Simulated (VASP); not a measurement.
# B (P6_3/mmc) in VASP: notebook

B is run at these levels: r2SCAN; tasks: relaxation of cell and atoms, single point.

All numbers are computed with VASP 6.6.1; they aren't measurements. Logs are shortened: lines on timing, memory, paths and dates and some standing lists are left out, and cuts for length are marked.

### Step 1. The cell of the first run

The structure is hexagonal, space group P6_3/mmc (No. 194). Conventional cell: a = 2.329 Å, b = 2.329 Å, c = 5.460 Å, α = 90.00°, β = 90.00°, γ = 120.00°. Within 2.5 Å of B (site symmetry -3m) lie 12 B at 1.92 to 2.33 Å. Within 2.5 Å of B (site symmetry -6m2) lie 12 B at 1.92 to 2.33 Å.

This isn't the form of B at room conditions, which is rhombohedral.

### Step 2. Relaxation of cell and atoms, r2SCAN

Input file POSCAR:

```
B
1.0
    2.3291001052      0.0000000000      0.0000000000
   -1.1645500526      2.0170598591      0.0000000000
    0.0000000000      0.0000000000      5.4604404046
B
4
Direct
    0.0000000000      0.0000000000      0.0000000000
    0.0000000000      0.0000000000      0.5000000000
    0.3333333333      0.6666666667      0.7500000000
    0.6666666667      0.3333333333      0.2500000000
```

Input file INCAR.step1:

```
PREC = Accurate
ENCUT = 600
ISMEAR = 0
SIGMA = 0.1
LREAL = False
LASPH = True
NELM = 100
GGA = PE
ALGO = Normal
EDIFF = 1E-4
LWAVE = True
LCHARG = False
```

Input file INCAR.step2:

```
PREC = Accurate
ENCUT = 600
EDIFF = 1E-7
ISMEAR = 0
SIGMA = 0.1
LREAL = False
LASPH = True
NELM = 100
ALGO = Normal
ISIF = 3
LWAVE = False
LCHARG = False
METAGGA = R2SCAN
LMIXTAU = True
IBRION = 2
NSW = 100
EDIFFG = -0.01
ISTART = 1
```

Input file KPOINTS:

```
Automatic mesh
0
Gamma
  24 24 8
```

Potentials or basis: VASP PAW PBE potentials, release 64 (B).

Command:

```bash
$ cat potpaw_PBE.64/B/POTCAR > POTCAR
$ cp INCAR.step1 INCAR
$ mpirun -np 1 vasp_std > vasp.out
$ cp INCAR.step2 INCAR
$ mpirun -np 1 vasp_std > vasp.out
```

OUTCAR:

```text
PREC = Accurate
   ENCUT = 600
   EDIFF = 1E-7
   ISMEAR = 0
   LREAL = False
   LASPH = True
   NELM = 100
   ISIF = 3
   METAGGA = R2SCAN
   IBRION = 2
   NSW = 100
   EDIFFG = -0.01
   ISTART = 1

 ion  position               nearest neighbor table
   1  0.000  0.000  0.000-   3 1.92   4 1.92   4 1.92   3 1.92   4 1.92   3 1.92
   2  0.000  0.000  0.500-   3 1.92   4 1.92   4 1.92   3 1.92   4 1.92   3 1.92
   3  0.333  0.667  0.750-   1 1.92   2 1.92   1 1.92   2 1.92   1 1.92   2 1.92
   4  0.667  0.333  0.250-   1 1.92   2 1.92   1 1.92   2 1.92   1 1.92   2 1.92

  LATTYP: Found a hexagonal cell.
 ALAT       =     2.3291001052
 C/A-ratio  =     2.3444421270

  Lattice vectors:

 A1 = (   2.3291001052,   0.0000000000,   0.0000000000)
 A2 = (  -1.1645500526,   2.0170598591,   0.0000000000)
 A3 = (   0.0000000000,   0.0000000000,   5.4604404046)

Analysis of symmetry for initial positions (statically):
=====================================================================
 Subroutine PRICEL returns:
 Original cell was already a primitive cell.

 Routine SETGRP: Setting up the symmetry group for a
 hexagonal supercell.

 Subroutine GETGRP returns: Found 24 space group operations
 (whereof 12 operations were pure point group operations)
 out of a pool of 24 trial point group operations.

The static configuration has the point symmetry D_3d.
 The point group associated with its full space group is D_6h.

Analysis of symmetry for dynamics (positions and initial velocities):
=====================================================================
 Subroutine PRICEL returns:
 Original cell was already a primitive cell.

 Routine SETGRP: Setting up the symmetry group for a
 hexagonal supercell.

 Subroutine GETGRP returns: Found 24 space group operations
 (whereof 12 operations were pure point group operations)
 out of a pool of 24 trial point group operations.

The dynamic configuration has the point symmetry D_3d.
 The point group associated with its full space group is D_6h.

 Subroutine INISYM returns: Found 24 space group operations
 (whereof 12 operations are pure point group operations),
 and found     1 'primitive' translations

----------------------------------------------------------------------------------------

                                     Primitive cell

  volume of cell :      25.6528

  direct lattice vectors                    reciprocal lattice vectors
     2.329100105  0.000000000  0.000000000     0.429350373  0.247885554  0.000000000
    -1.164550053  2.017059859  0.000000000     0.000000000  0.495771107  0.000000000
     0.000000000  0.000000000  5.460440405     0.000000000  0.000000000  0.183135411

  length of vectors
     2.329100105  2.329100105  5.460440405     0.495771107  0.495771107  0.183135411

  position of ions in fractional coordinates (direct lattice)
     0.000000000  0.000000000  0.000000000
     0.000000000  0.000000000  0.500000000
     0.333333333  0.666666667  0.750000000
     0.666666667  0.333333333  0.250000000

  ion indices of the primitive-cell ions
   primitive index   ion index
                 1           1
                 2           2
                 3           3
                 4           4

----------------------------------------------------------------------------------------

 KPOINTS: Automatic mesh

Automatic generation of k-mesh.
 Grid dimensions read from file:
 generate k-points for:   24   24    8

 Generating k-lattice:

  Cartesian coordinates                     Fractional coordinates (reciprocal lattice)
     0.017889599  0.010328565  0.000000000     0.041666667  0.000000000  0.000000000
     0.000000000  0.020657129  0.000000000     0.000000000  0.041666667  0.000000000
     0.000000000  0.000000000  0.022891926     0.000000000  0.000000000  0.125000000

  Length of vectors
     0.020657129  0.020657129  0.022891926

  Shift w.r.t. Gamma in fractional coordinates (k-lattice)
     0.000000000  0.000000000  0.000000000

 Subroutine IBZKPT returns following result:
 ===========================================

 Found    305 irreducible k-points:

 Following reciprocal coordinates:
            Coordinates               Weight
  0.000000  0.000000  0.000000      1.000000
  0.041667  0.000000  0.000000      6.000000
  0.083333  0.000000  0.000000      6.000000
  0.125000 -0.000000  0.000000      6.000000
  0.166667  0.000000  0.000000      6.000000
  0.208333  0.000000  0.000000      6.000000
[... 16 lines left out ...]
  0.416667  0.041667  0.000000     12.000000
  0.458333  0.041667  0.000000     12.000000
 [... further k-points ...]
   k-points           NKPTS =    305   k-points in BZ     NKDIM =    305   number of bands    NBANDS=     10
   number of dos      NEDOS =    301   number of ions     NIONS =      4
   total plane-waves  NPLWV =  19200
   dimension x,y,z NGX =    20 NGY =   20 NGZ =   48
   dimension x,y,z NGXF=    40 NGYF=   40 NGZF=   96
   ions per type =               4
   NGX,Y,Z   is equivalent  to a cutoff of  14.28, 14.28, 14.61 a.u.
   NGXF,Y,Z  is equivalent  to a cutoff of  28.55, 28.55, 29.23 a.u.
 SYSTEM =  unknown system
   PREC   = accura    normal or accurate (medium, high low for compatibility)
   ISTART =      1    job   : 0-new  1-cont  2-samecut
   ICHARG =      0    charge: 1-file 2-atom 10-const
   ISPIN  =      1    spin polarized calculation?
   LNONCOLLINEAR =      F non collinear calculations
   LSORBIT =      F    spin-orbit coupling
   LASPH  =      T    aspherical Exc in radial PAW
   ENCUT  =  600.0 eV  44.10 Ry    6.64 a.u.   4.65  4.65 10.91*2*pi/ulx,y,z
   NELM   =    100;   NELMIN=  2; NELMDL=  0     # of ELM steps
   EDIFF  = 0.1E-06   stopping-criterion for ELM
   LREAL  =      F    real-space projection
   EDIFFG = -.1E-01   stopping-criterion for IOM
   NSW    =    100    number of steps for IOM
   IBRION =      2    ionic relax: 0-MD 1-quasi-New 2-CG
   NFREE  =      1    steps in history (QN), initial steepest desc. (CG)
   ISIF   =      3    stress and relaxation
   ISYM   =      2    0-nonsym 1-usesym 2-fastsym
   POTIM  = 0.5000    time-step for ionic-motion
   TEBEG  =    0.0;   TEEND  =   0.0 temperature during run
   PSTRESS=    0.0 pullay stress
   NELECT =      12.0000    total number of electrons
   NUPDOWN=      -1.0000    fix difference up-down
   EMIN   =  10.00;   EMAX   =-10.00  energy-range for DOS
   EFERMI =   0.00;   METHOD = LEGACY
   ISMEAR =     0;   SIGMA  =   0.10  broadening in eV -4-tet -1-fermi 0-gaus
   EFERMI_NEDOS =   21; number of points for ismear=-14 and -15
   IALGO  =     38    algorithm
   IMIX   =      4    mixing-type and parameters
     AMIX     =   0.40;   BMIX     =  1.00
     AMIX_MAG =   1.60;   BMIX_MAG =  1.00
  volume/ion in A,a.u.               =       6.41        43.28
  Fermi-wavevector in a.u.,A,eV,Ry     =   1.270839  2.401537 21.973825  1.615031
  Thomas-Fermi vector in A             =   2.403804
   LORBIT       =      0    0 simple, 1 ext, 2 COOP (PROOUT), +10 PAW based schemes
   METAGGA = R2SCAN    functional components
   LHFCALC =     F    Hartree Fock is set to
   AEXX    =    0.0000 exact exchange contribution
   IVDW    =     0    specifies the selected vdW correction
   LEPSILON=     F    determine dielectric tensor
   LRPA    =     F    only Hartree local field effects (RPA)
 conjugate gradient relaxation of ions
 non-spin polarized calculation
 Gauss-broadening in eV      SIGMA  =   0.10
  energy-cutoff  :      600.00
  volume of cell :       25.65
 maximum number of plane-waves:       880
 NGX is ok and might be reduce to    20
   NGX =  9   NGY =  9   NGZ = 21

 number of electron      12.0000000 magnetization

 Free energy of the ion-electron system (eV)
  ---------------------------------------------------
  ext. energy  EPLUGINS =         0.00000000
  ---------------------------------------------------
  free energy    TOTEN  =       -23.71152959 eV

  energy without entropy =      -23.70704287  energy(sigma->0) =      -23.70928623

 E-fermi :   8.9960     XC(G=0): -13.6212

 val. band max:        8.9742977608   @ k =   0.4583   0.0833   0.0000
 cond. band min:       9.0009191170   @ k =   0.2500   0.1667   0.1250
 fundamental gap:      0.0266213562
 Fermi energy:         8.9959955810

 k-point     1 :       0.0000    0.0000    0.0000
  band No.  band energies     occupation
      1      -9.8053      2.00000
      2      -5.5712      2.00000
      3      -5.5453      2.00000
      4       4.0304      2.00000
      5      12.4926      0.00000
      6      16.1132      0.00000
      7      16.1132      0.00000
      8      18.4348      0.00000
      9      18.4348      0.00000
     10      19.1220      0.00000

 k-point     2 :       0.0417    0.0000    0.0000
  band No.  band energies     occupation
      1      -9.7498      2.00000
      2      -5.5168      2.00000
      3      -5.4906      2.00000
      4       4.0887      2.00000
      5      12.4686      0.00000
      6      15.7749      0.00000
      7      15.8472      0.00000
      8      18.3144      0.00000
      9      18.4773      0.00000
     10      18.8906      0.00000

 k-point     3 :       0.0833    0.0000    0.0000
  band No.  band energies     occupation
      1      -9.5834      2.00000
      2      -5.3539      2.00000
      3      -5.3267      2.00000
      4       4.2628      2.00000
      5      12.3389      0.00000
      6      14.9496      0.00000
      7      15.2199      0.00000
      8      17.8896      0.00000
      9      18.2096      0.00000
     10      18.4456      0.00000

 k-point     4 :       0.1250   -0.0000    0.0000
  band No.  band energies     occupation
      1      -9.3060      2.00000
      2      -5.0831      2.00000
      3      -5.0539      2.00000
      4       4.5505      2.00000
      5      11.8528      0.00000
      6      14.1043      0.00000
      7      14.4572      0.00000
      8      17.1073      0.00000
      9      17.1348      0.00000
     10      18.1996      0.00000

 k-point     5 :       0.1667    0.0000    0.0000
  band No.  band energies     occupation
      1      -8.9178      2.00000
      2      -4.7052      2.00000
      3      -4.6730      2.00000
      4       4.9462      2.00000
      5      10.7260      0.00000
      6      13.6251      0.00000
      7      13.6764      0.00000
      8      15.7691      0.00000
      9      16.0830      0.00000
     10      17.7435      0.00000

 k-point     6 :       0.2083    0.0000    0.0000
  band No.  band energies     occupation
      1      -8.4187      2.00000
      2      -4.2224      2.00000
      3      -4.1854      2.00000
      4       5.4399      2.00000
      5       9.1881      0.00660
      6      12.9336      0.00000
      7      13.1052      0.00000
      8      14.2384      0.00000
      9      15.2322      0.00000
     10      17.1388      0.00000
[... 183 lines left out ...]
 k-point    21 :       0.3333    0.0417    0.0000
  band No.  band energies     occupation
      1      -5.7622      2.00000
      2      -1.7432      2.00000
      3      -1.6486      2.00000
      4       3.3624      2.00000
      5       6.8541      2.00000
      6       8.2962      2.00000
      7       9.8984      0.00000
      8      10.6039      0.00000
      9      15.1136      0.00000
     10      15.1954      0.00000

 k-point    22 :       0.3750    0.0417    0.0000
  band No.  band energies     occupation
      1      -4.7702      2.00000
      2      -0.9050      2.00000
      3      -0.7549      2.00000
      4       1.7994      2.00000
      5       6.0626      2.00000
      6       6.8929      2.00000
      7      10.1979      0.00000
      8      10.2674      0.00000
      9      14.7652      0.00000
     10      14.9795      0.00000

 k-point    23 :       0.4167    0.0417    0.0000
  band No.  band energies     occupation
      1      -3.6723      2.00000
      2      -0.2288      2.00000
      3       0.1424      2.00000
      4       0.4515      2.00000
      5       4.9961      2.00000
      6       5.6905      2.00000
      7      10.0434      0.00000
      8      10.9852      0.00000
      9      14.4117      0.00000
     10      14.8058      0.00000

 k-point    24 :       0.4583    0.0417    0.0000
  band No.  band energies     occupation
      1      -2.4732      2.00000
      2      -1.1893      2.00000
      3       0.6002      2.00000
      4       0.8372      2.00000
      5       4.1762      2.00000
      6       4.9104      2.00000
      7       9.9313      0.00000
      8      11.7654      0.00000
      9      13.9380      0.00000
     10      14.7143      0.00000

 [... further k-points ...]

------------------------ aborting loop because EDIFF is reached ----------------------------------------

  FORCE on cell =-STRESS in cart. coord.  units (eV):
  Direction    XX          YY          ZZ          XY          YZ          ZX
  --------------------------------------------------------------------------------------
  -------------------------------------------------------------------------------------
  Total       -0.0085192     -0.0085192     -0.0202148      0.0000000      0.0000000      0.0000000
  in kB       -0.5320743     -0.5320743     -1.2625438      0.0000000      0.0000000      0.0000000
  external PRESSURE =      -0.7755642 kB  Pullay stress =       0.0000000 kB

 VOLUME and BASIS-vectors are now :
 -----------------------------------------------------------------------------
  energy-cutoff  :      600.00
  volume of cell :       25.65
      direct lattice vectors                 reciprocal lattice vectors
     2.329100105  0.000000000  0.000000000     0.429350373  0.247885554  0.000000000
    -1.164550053  2.017059859  0.000000000     0.000000000  0.495771107  0.000000000
     0.000000000  0.000000000  5.460440405     0.000000000  0.000000000  0.183135411

 POSITION                                       TOTAL-FORCE (eV/Angst)
 -----------------------------------------------------------------------------------
      0.00000      0.00000      0.00000        -0.000000      0.000000      0.000000
      0.00000      0.00000      2.73022        -0.000000      0.000000      0.000000
     -0.00000      1.34471      4.09533        -0.000000      0.000000      0.000000
      1.16455      0.67235      1.36511         0.000000     -0.000000     -0.000000
 -----------------------------------------------------------------------------------
    total drift:                                0.000000     -0.000000      0.000000

  FREE ENERGIE OF THE ION-ELECTRON SYSTEM (eV)
  ---------------------------------------------------
  free  energy   TOTEN  =       -23.7115295937 eV

  energy  without entropy=      -23.7070428659  energy(sigma->0) =      -23.70928623

 reached required accuracy - stopping structural energy minimisation
```

Wall time 2.4 min (1 thread of Intel Xeon 6975P-C (Granite Rapids), shared host); peak memory 0.2 GiB.

Results:

| Quantity | Value |
| --- | --- |
| Free energy | -23.7115 eV |
| Pressure after relaxing | -0.1 GPa |
| Band gap on the k mesh | zero (bands 6 and 7 overlap by 11.14 eV) |

Final structure:
```cif
data_structure
_symmetry_space_group_name_H-M 'P 1'
_symmetry_Int_Tables_number 1
_cell_length_a 2.3291
_cell_length_b 2.3291
_cell_length_c 5.4604
_cell_angle_alpha 90.000
_cell_angle_beta 90.000
_cell_angle_gamma 120.000
_cell_volume 25.65
loop_
_atom_site_label
_atom_site_type_symbol
_atom_site_fract_x
_atom_site_fract_y
_atom_site_fract_z
_atom_site_occupancy
B1 B 0.00000 0.00000 0.00000 1
B2 B 0.00000 0.00000 0.50000 1
B3 B 0.33333 0.66667 0.75000 1
B4 B 0.66667 0.33333 0.25000 1
```

Levels at points of the mesh, in eV from the Fermi level:
```tsv
k point	band 3	band 4	band 5	band 6	band 7	band 8	band 9	band 10
(0.00, 0.00, 0.00)	-14.54	-4.97	3.50	7.12	7.12	9.44	9.44	10.13
(0.50, 0.00, 0.00)	-8.35	-8.09	-4.98	-4.23	1.29	2.88	5.28	5.90
(0.00, 0.00, 0.50)	-9.45	-9.45	7.87	7.87	7.87	7.87	9.69	9.69
(0.50, 0.00, 0.50)	-9.59	-9.59	-2.44	-2.44	0.99	0.99	2.48	2.48
```

Caveat: the PAW data sets were made with another functional, which shifts forces and pressure a little.

### Step 3. Single point, r2SCAN

This run uses another cell than the first one, of 5.90 Å³/atom.

Input file POSCAR:

```
B
1.0
    2.0902760376      0.0000000000      0.0000000000
   -1.0451380188      1.8102321495      0.0000000000
    0.0000000000      0.0000000000      6.2392797673
B
4
Direct
    0.0000000000      0.0000000000      0.0000000000
    0.0000000000      0.0000000000      0.5000000000
    0.3333333333      0.6666666667      0.7500000000
    0.6666666667      0.3333333333      0.2500000000
```

Input file INCAR.step1:

```
  ALGO = Normal
  EDIFF = 1E-4
  ENCUT = 520
  GGA = PE
  ISMEAR = 0
  LASPH = True
  LCHARG = False
  LREAL = False
  LWAVE = True
  NBANDS = 14
  NELM = 80
  PREC = Accurate
  SIGMA = 0.1
```

Input file INCAR.step2:

```
  ALGO = Normal
  EDIFF = 1E-6
  ENCUT = 520
  ISIF = 2
  ISMEAR = 0
  ISTART = 1
  LASPH = True
  LCHARG = False
  LMIXTAU = True
  LREAL = False
  LWAVE = False
  METAGGA = R2SCAN
  NBANDS = 14
  NELM = 80
  PREC = Accurate
  SIGMA = 0.1
```

Input file KPOINTS:

```
k-points
0
Gamma
  9 9 4
```

Potentials or basis: VASP PAW PBE potentials, release 64 (B).

Command:

```bash
$ cat potpaw_PBE.64/B/POTCAR > POTCAR
$ cp INCAR.step1 INCAR
$ mpirun -np 1 vasp_std > vasp.out
$ cp INCAR.step2 INCAR
$ mpirun -np 1 vasp_std > vasp.out
```

It took 38 s on 1 thread of Intel Xeon Platinum 8259CL at 2.50GHz (Skylake/Cascade Lake), shared host; peak memory 0.13 GiB.

Results (log left out):

```yaml
Free_energy: -23.1848 eV
Pressure: -0.2 GPa
Band_gap_on_the_k_mesh: zero (bands 6 and 7 overlap by 12.02 eV)
```

Stress tensor (GPa, compression positive):
```
-0.07  0.00  0.00
 0.00 -0.07  0.00
 0.00  0.00 -0.51
```

Levels at points of the mesh, in eV from the Fermi level:
```csv
k point,band 2,band 3,band 4,band 5,band 6,band 7,band 8,band 9,band 10,band 11
"(0.00, 0.00, 0.00)",-17.07,-17.04,-9.50,-3.69,9.66,9.73,12.30,12.30,13.97,13.97
"(0.00, 0.00, 0.50)",-19.50,-13.11,-13.11,1.48,1.48,12.80,12.80,12.80,12.80,15.56
```

Caveat: the k points lie up to 0.39 Å⁻¹ apart, too coarse for converged energies and pressures of a metal; the PAW data sets were made with another functional, which shifts forces and pressure a little.

### Step 4. Single point, r2SCAN

This run uses another cell than the first one, of 7.47 Å³/atom.

Input file POSCAR:

```
B
1.0
    2.2034945065      0.0000000000      0.0000000000
   -1.1017472532      1.9082822198      0.0000000000
    0.0000000000      0.0000000000      7.1067046936
B
4
Direct
    0.0000000000      0.0000000000      0.0000000000
    0.0000000000      0.0000000000      0.5000000000
    0.3333333333      0.6666666667      0.7500000000
    0.6666666667      0.3333333333      0.2500000000
```

Input file INCAR.step1:

```
SYSTEM = B
PREC = Accurate ; ENCUT = 520
ISMEAR = 0 ; SIGMA = 0.1
LREAL = .FALSE. ; LASPH = .TRUE.
NELM = 80 ; NBANDS = 14
GGA = PE ; ALGO = Normal
EDIFF = 1E-4 ; LWAVE = .TRUE.
LCHARG = .FALSE.
```

Input file INCAR.step2:

```
SYSTEM = B
PREC = Accurate ; ENCUT = 520
EDIFF = 1E-6 ; ISMEAR = 0
SIGMA = 0.1 ; LREAL = .FALSE.
LASPH = .TRUE. ; NELM = 80
ALGO = Normal ; ISIF = 2
LWAVE = .FALSE. ; LCHARG = .TRUE.
METAGGA = R2SCAN ; LMIXTAU = .TRUE.
LELF = .TRUE. ; LVHAR = .TRUE.
NBANDS = 14 ; ISTART = 1
```

Input file KPOINTS:

```
regular mesh
0
G
  9 9 4
  0 0 0
```

Command:

```bash
$ cat potpaw_PBE.64/B/POTCAR > POTCAR
$ cp INCAR.step1 INCAR
$ mpirun -np 1 vasp_std > vasp.out
$ cp INCAR.step2 INCAR
$ mpirun -np 1 vasp_std > vasp.out
```

It took 37 s on 1 thread of Intel Xeon Platinum 8259CL at 2.50GHz (Skylake/Cascade Lake), shared host; peak memory 0.14 GiB.

Results (log left out):

* Free energy: -22.1183 eV
* Pressure: -39.9 GPa
* Band gap on the k mesh: zero (bands 6 and 7 overlap by 7.85 eV)

Stress tensor (GPa, compression positive):
```
-37.15   0.00   0.00
  0.00 -37.15   0.00
  0.00   0.00 -45.52
```

Levels at points of the mesh, in eV from the Fermi level:
```tsv
k point	band 4	band 5	band 6	band 7	band 8	band 9
(0.00, 0.00, 0.00)	-8.37	-5.52	5.58	5.59	11.40	11.40
(0.00, 0.00, 0.50)	-11.75	-0.96	-0.96	11.73	11.73	11.73
```

Caveat: the k points lie up to 0.37 Å⁻¹ apart, too coarse for converged energies and pressures of a metal; the PAW data sets were made with another functional, which shifts forces and pressure a little.

(Continued in part 2 of 2.)

The gap in the log of VASP goes by the Fermi energy; the results here count the filled bands.